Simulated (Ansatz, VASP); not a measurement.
# H5Pt in VASP and in Ansatz

```
H Pt
1.0
     3.44308    0.00000    0.00000
    -1.72154    2.98180    0.00000
     0.00000    0.00000    5.58757
H Pt
5 1
Cartesian
  1.7215 0.0000 0.0000
  -0.8608 1.4909 0.0000
  0.8608 1.4909 0.0000
  0.0000 1.9879 2.7938
  1.7215 0.9939 2.7938
  0.0000 0.0000 0.0000
```

Alike in both runs: functional PBE; k mesh 6 × 6 × 4; occupations gaussian, width 0.1 eV; no spin polarisation.

Ansatz relaxed the structure, and its values are those at the end. VASP's run is a single point on that final structure, the one shown.

|  | VASP | Ansatz |
| --- | --- | --- |
| version | VASP 6.6.1 | Ansatz 0.2.0 |
| potentials or method | VASP PAW PBE potentials, release 64 (H, Pt_sv_GW), cutoff 570 eV | scalar-relativistic, plane waves, PAW |
| valence electrons in the cell | 23 | 23 |

```tsv
	VASP	Ansatz	Ansatz less VASP
gap on the k mesh at the Fermi level (eV)	none	none	-
pressure (GPa)	-0.4	0.2	+0.56
```

A gap of «none» marks a metal or a gap that the smearing closes.

Neither program's run includes spin-orbit coupling.
